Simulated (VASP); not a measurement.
Runs of VASP 6.6.1 on MoS. The structure is that of space group Fm-3m (No. 225), or close to it. The cells are those of the table. 

| task | level | spin | U | cell | k mesh | cutoff (eV) | smearing | gap on the mesh (eV) | pressure (GPa) | moment (μB) | relaxed volume (Å³/atom) |
| --- | --- | --- | --- | --- | --- | --- | --- | --- | --- | --- | --- |
| relaxation of cell and atoms | PBEsol | off | - | relaxed from a = 3.462 Å, angles 60.0°, 2 atoms | 14 × 14 × 14 | 600 | gaussian 0.1 eV | none | 0.0 | - | 14.69 |
| single point | PBEsol+U | off | Mo d U = 4.0 eV | a = 3.462 Å, angles 60.0°, 2 atoms | 14 × 14 × 14 | 520 | gaussian 0.05 eV | none | 4.5 | - | - |
| single point | PBEsol | off | - | a = 3.462 Å, angles 60.0°, 2 atoms | 14 × 14 × 14 | 520 | gaussian 0.1 eV | none | (a) | - | - |
| single point | PBEsol+U | collinear | Mo d U = 4.0 eV | a = 3.462 Å, angles 60.0°, 2 atoms | 14 × 14 × 14 | 520 | gaussian 0.05 eV | none | 26.1 | (b) | - |
| relaxation of cell and atoms | PBEsol | off | - | relaxed from a = 3.415 Å, angles 60.0°, 2 atoms | 8 × 8 × 8 | 600 | gaussian 0.1 eV | none | -0.2 | - | 14.69 |
| single point | PBEsol+U | collinear | Mo d U = 2.0 eV | a = 3.462 Å, angles 60.0°, 2 atoms | 14 × 14 × 14 | 520 | gaussian 0.05 eV | none | (c) | 2.40 | - |
| single point | PBEsol | off | - | a = 3.462 Å, angles 60.0°, 2 atoms | 8 × 8 × 8 | 520 | gaussian 0.1 eV | none | 0.1 | - | - |
| single point | r2SCAN | off | - | a = 3.462 Å, angles 60.0°, 2 atoms | 14 × 14 × 14 | 520 | gaussian 0.1 eV | none | 6.3 | - | - |

Alike in all rows: potentials or basis VASP PAW PBE potentials, release 64 (Mo_sv, S).

Task: Fill in the values left out.

Result: (a) 0.3; (b) 2.70; (c) 18.6.

Caveats: the PAW data sets were made with another functional, which shifts forces and pressure a little; the cell stands under pressure (at least some runs); U without spin polarisation on a metal has little footing (at least some runs).

A k mesh can miss the band edges, and the runs leave out spin-orbit coupling on Mo.

A gap of «none» marks levels without a gap at the run's occupations.
